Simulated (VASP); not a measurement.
A run of VASP 6.6.1 is set up as follows.

Contents of INCAR:

```
SYSTEM = H
PREC = Accurate
ENCUT = 500
EDIFF = 1E-6
ISMEAR = -1
SIGMA = 0.03
LREAL = .FALSE.
LASPH = .TRUE.
NELM = 120
ALGO = Normal
ISIF = 2
LWAVE = .FALSE.
LCHARG = .TRUE.
GGA = CA
LELF = .TRUE.
LVHAR = .TRUE.
NBANDS = 8
GGA_COMPAT = .FALSE.
```

The input KPOINTS:

```
Automatic mesh
0
G
  13 13 7
  0 0 0
```

POSCAR

```
H
1.0
    2.0415156772      0.0000000000      0.0000000000
   -1.0207578387      1.7680044387      0.0000000000
    0.0000000000      0.0000000000      3.2795969902
H
2
Direct
    0.3333333333      0.6666666667      0.2500000000
    0.6666666667      0.3333333333      0.7500000000
```

Potentials or basis: VASP PAW LDA potentials, release 64 (H).

Launch:

```bash
$ cat potpaw_LDA.64/H/POTCAR > POTCAR
$ mpirun -np 1 vasp_std > vasp.out
```

Q: What does it give for the band gap on the k mesh?

A: Zero (bands 1 and 2 overlap by 8.52 eV).

Q: Predict the pressure.

A: -25.6 GPa.

Stress tensor (GPa, compression positive):
```
-24.48   0.00   0.00
  0.00 -24.48   0.00
  0.00   0.00 -27.84
```

Caveat: the cell stands under tension; the atoms stand far beyond bonding distance, and open shells without spin polarisation read as a metal.
